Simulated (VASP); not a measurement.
# AlAs (F-43m) in VASP: notebook, part 2 of 2

VASP 6.6.1. Earlier steps stand in the parts before.

**3. Single point, PBEsol**

File INCAR:

```
  ALGO = Normal
  EDIFF = 1E-6
  ENCUT = 500
  GGA = PS
  GGA_COMPAT = False
  ISIF = 2
  ISMEAR = 0
  LASPH = True
  LCHARG = True
  LELF = True
  LREAL = False
  LVHAR = True
  LWAVE = False
  NBANDS = 11
  NELM = 120
  PREC = Accurate
  SIGMA = 0.01
```

File KPOINTS:

```
k-points
0
Gamma
  5 5 5
```

File POSCAR:

```
AlAs
1.0
    0.0000000000      2.8304000000      2.8304000000
    2.8304000000      0.0000000000      2.8304000000
    2.8304000000      2.8304000000      0.0000000000
Al As
1 1
Direct
    0.0000000000      0.0000000000      0.0000000000
    0.2500000000      0.2500000000      0.2500000000
```

Potentials or basis: VASP PAW PBE potentials, release 64 (Al, As).

Launch:

```bash
cat potpaw_PBE.64/Al/POTCAR potpaw_PBE.64/As/POTCAR > POTCAR
mpirun -np 1 vasp_std > vasp.out
```

OUTCAR:

```text
EDIFF = 1E-6
   ENCUT = 500
   GGA = PS
   ISIF = 2
   ISMEAR = 0
   LASPH = True
   LREAL = False
   NELM = 120
   PREC = Accurate

 ion  position               nearest neighbor table
   1  0.000  0.000  0.000-   2 2.45   2 2.45   2 2.45   2 2.45
   2  0.250  0.250  0.250-   1 2.45   1 2.45   1 2.45   1 2.45

  LATTYP: Found a face centered cubic cell.
 ALAT       =     5.6608000000

  Lattice vectors:

 A1 = (   0.0000000000,   2.8304000000,   2.8304000000)
 A2 = (   2.8304000000,   0.0000000000,   2.8304000000)
 A3 = (   2.8304000000,   2.8304000000,   0.0000000000)

Analysis of symmetry for initial positions (statically):
=====================================================================
 Subroutine PRICEL returns:
 Original cell was already a primitive cell.

 Routine SETGRP: Setting up the symmetry group for a
 face centered cubic supercell.

 Subroutine GETGRP returns: Found 24 space group operations
 (whereof 24 operations were pure point group operations)
 out of a pool of 48 trial point group operations.

The static configuration has the point symmetry T_d .

Analysis of symmetry for dynamics (positions and initial velocities):
=====================================================================
 Subroutine PRICEL returns:
 Original cell was already a primitive cell.

 Routine SETGRP: Setting up the symmetry group for a
 face centered cubic supercell.

 Subroutine GETGRP returns: Found 24 space group operations
 (whereof 24 operations were pure point group operations)
 out of a pool of 48 trial point group operations.

The dynamic configuration has the point symmetry T_d .

 Subroutine INISYM returns: Found 24 space group operations
 (whereof 24 operations are pure point group operations),
 and found     1 'primitive' translations

----------------------------------------------------------------------------------------

                                     Primitive cell

  volume of cell :      45.3496

  direct lattice vectors                    reciprocal lattice vectors
     0.000000000  2.830400000  2.830400000    -0.176653477  0.176653477  0.176653477
     2.830400000  0.000000000  2.830400000     0.176653477 -0.176653477  0.176653477
     2.830400000  2.830400000  0.000000000     0.176653477  0.176653477 -0.176653477

  length of vectors
     4.002790067  4.002790067  4.002790067     0.305972797  0.305972797  0.305972797

  position of ions in fractional coordinates (direct lattice)
     0.000000000  0.000000000  0.000000000
     0.250000000  0.250000000  0.250000000

  ion indices of the primitive-cell ions
   primitive index   ion index
                 1           1
                 2           2

----------------------------------------------------------------------------------------

 KPOINTS: k-points

Automatic generation of k-mesh.
 Grid dimensions read from file:
 generate k-points for:    5    5    5

 Generating k-lattice:

  Cartesian coordinates                     Fractional coordinates (reciprocal lattice)
    -0.035330695  0.035330695  0.035330695     0.200000000  0.000000000  0.000000000
     0.035330695 -0.035330695  0.035330695     0.000000000  0.200000000  0.000000000
     0.035330695  0.035330695 -0.035330695     0.000000000  0.000000000  0.200000000

  Length of vectors
     0.061194559  0.061194559  0.061194559
[... 21 lines left out ...]
   k-points           NKPTS =     10   k-points in BZ     NKDIM =     10   number of bands    NBANDS=     11
   number of dos      NEDOS =    301   number of ions     NIONS =      2
   total plane-waves  NPLWV =  27000
   dimension x,y,z NGX =    30 NGY =   30 NGZ =   30
   dimension x,y,z NGXF=    60 NGYF=   60 NGZF=   60
   ions per type =               1   1
   NGX,Y,Z   is equivalent  to a cutoff of  12.46, 12.46, 12.46 a.u.
   NGXF,Y,Z  is equivalent  to a cutoff of  24.92, 24.92, 24.92 a.u.
 SYSTEM =  unknown system
   PREC   = accura    normal or accurate (medium, high low for compatibility)
   ISTART =      0    job   : 0-new  1-cont  2-samecut
   ICHARG =      2    charge: 1-file 2-atom 10-const
   ISPIN  =      1    spin polarized calculation?
   LNONCOLLINEAR =      F non collinear calculations
   LSORBIT =      F    spin-orbit coupling
   LASPH  =      T    aspherical Exc in radial PAW
   ENCUT  =  500.0 eV  36.75 Ry    6.06 a.u.   7.30  7.30  7.30*2*pi/ulx,y,z
   NELM   =    120;   NELMIN=  2; NELMDL= -5     # of ELM steps
   EDIFF  = 0.1E-05   stopping-criterion for ELM
   LREAL  =      F    real-space projection
   EDIFFG = 0.1E-04   stopping-criterion for IOM
   NSW    =      0    number of steps for IOM
   IBRION =     -1    ionic relax: 0-MD 1-quasi-New 2-CG
   NFREE  =      0    steps in history (QN), initial steepest desc. (CG)
   ISIF   =      2    stress and relaxation
   ISYM   =      2    0-nonsym 1-usesym 2-fastsym
   POTIM  = 0.5000    time-step for ionic-motion
   TEBEG  =    0.0;   TEEND  =   0.0 temperature during run
   PSTRESS=    0.0 pullay stress
   NELECT =       8.0000    total number of electrons
   NUPDOWN=      -1.0000    fix difference up-down
   EMIN   =  10.00;   EMAX   =-10.00  energy-range for DOS
   EFERMI =   0.00;   METHOD = LEGACY
   ISMEAR =     0;   SIGMA  =   0.01  broadening in eV -4-tet -1-fermi 0-gaus
   EFERMI_NEDOS =   21; number of points for ismear=-14 and -15
   IALGO  =     38    algorithm
   IMIX   =      4    mixing-type and parameters
     AMIX     =   0.40;   BMIX     =  1.00
     AMIX_MAG =   1.60;   BMIX_MAG =  1.00
  volume/ion in A,a.u.               =      22.67       153.02
  Fermi-wavevector in a.u.,A,eV,Ry     =   0.918150  1.735052 11.469706  0.843000
  Thomas-Fermi vector in A             =   2.043199
   LORBIT       =      0    0 simple, 1 ext, 2 COOP (PROOUT), +10 PAW based schemes
   GGA     = PS    functional components
   LHFCALC =     F    Hartree Fock is set to
   AEXX    =    0.0000 exact exchange contribution
   IVDW    =     0    specifies the selected vdW correction
   LEPSILON=     F    determine dielectric tensor
   LRPA    =     F    only Hartree local field effects (RPA)
 non-spin polarized calculation
 Gauss-broadening in eV      SIGMA  =   0.01
  energy-cutoff  :      500.00
  volume of cell :       45.35
 maximum number of plane-waves:      1167
 NGX is ok and might be reduce to    30
   NGX = 15   NGY = 15   NGZ = 15

 number of electron       8.0000000 magnetization

 Free energy of the ion-electron system (eV)
  ---------------------------------------------------
  ext. energy  EPLUGINS =         0.00000000
  ---------------------------------------------------
  free energy    TOTEN  =       -10.02714435 eV

  energy without entropy =      -10.02714435  energy(sigma->0) =      -10.02714435

 E-fermi :   3.9340     XC(G=0):  -9.1894

 val. band max:        3.8177260160   @ k =   0.0000   0.0000   0.0000
 cond. band min:       5.3460668360   @ k =   0.4000   0.4000   0.0000
 fundamental gap:      1.5283408200
 Fermi energy:         3.9339860786

 k-point     1 :       0.0000    0.0000    0.0000
  band No.  band energies     occupation
      1      -8.0700      2.00000
      2       3.8177      2.00000
      3       3.8177      2.00000
      4       3.8177      2.00000
      5       5.7933      0.00000
      6       8.0691      0.00000
      7       8.0691      0.00000
      8       8.0691      0.00000
      9      12.5189      0.00000
     10      12.7979      0.00000
     11      12.7979      0.00000
[... 113 lines left out ...]
 k-point    10 :      -0.4000    0.4000    0.2000
  band No.  band energies     occupation
      1      -6.2423      2.00000
      2      -1.1916      2.00000
      3       0.6521      2.00000
      4       1.5697      2.00000
      5       7.6150      0.00000
      6       8.6597      0.00000
      7       9.0174      0.00000
      8      12.2017      0.00000
      9      12.9412      0.00000
     10      14.5283      0.00000
     11      17.6781      0.00000

------------------------ aborting loop because EDIFF is reached ----------------------------------------

  FORCE on cell =-STRESS in cart. coord.  units (eV):
  Direction    XX          YY          ZZ          XY          YZ          ZX
  --------------------------------------------------------------------------------------
  -------------------------------------------------------------------------------------
  Total        0.2540109      0.2540109      0.2540109     -0.0000000     -0.0000000     -0.0000000
  in kB        8.9740692      8.9740692      8.9740692     -0.0000000     -0.0000000     -0.0000000
  external PRESSURE =       8.9740692 kB  Pullay stress =       0.0000000 kB

 VOLUME and BASIS-vectors are now :
 -----------------------------------------------------------------------------
  energy-cutoff  :      500.00
  volume of cell :       45.35
      direct lattice vectors                 reciprocal lattice vectors
     0.000000000  2.830400000  2.830400000    -0.176653477  0.176653477  0.176653477
     2.830400000  0.000000000  2.830400000     0.176653477 -0.176653477  0.176653477
     2.830400000  2.830400000  0.000000000     0.176653477  0.176653477 -0.176653477

 POSITION                                       TOTAL-FORCE (eV/Angst)
 -----------------------------------------------------------------------------------
      0.00000      0.00000      0.00000        -0.000000     -0.000000     -0.000000
      1.41520      1.41520      1.41520         0.000000      0.000000      0.000000
 -----------------------------------------------------------------------------------
    total drift:                                0.000000      0.000000      0.000000

  FREE ENERGIE OF THE ION-ELECTRON SYSTEM (eV)
  ---------------------------------------------------
  free  energy   TOTEN  =       -10.0271443458 eV

  energy  without entropy=      -10.0271443458  energy(sigma->0) =      -10.02714435
```

Wall time 8.7 s (1 thread of AMD EPYC 7R13 (Zen 3), shared host); peak memory 0.13 GiB.

What came out:

```yaml
Free_energy: -10.0271 eV
Pressure: 0.9 GPa
Band_gap_on_the_k_mesh: 1.53 eV, indirect (least direct gap 1.98 eV)
```

Levels at points of the mesh, in eV from the valence-band top:
```
           k point  band 1  band 2  band 3  band 4  band 5  band 6  band 7  band 8  band 9
(0.00, 0.00, 0.00)  -11.89    0.00    0.00    0.00    1.98    4.25    4.25    4.25    8.70
```

Caveat: the PAW data sets were made with another functional, which shifts forces and pressure a little. A hybrid or GW would open this gap; PBEsol tends to underestimate it.
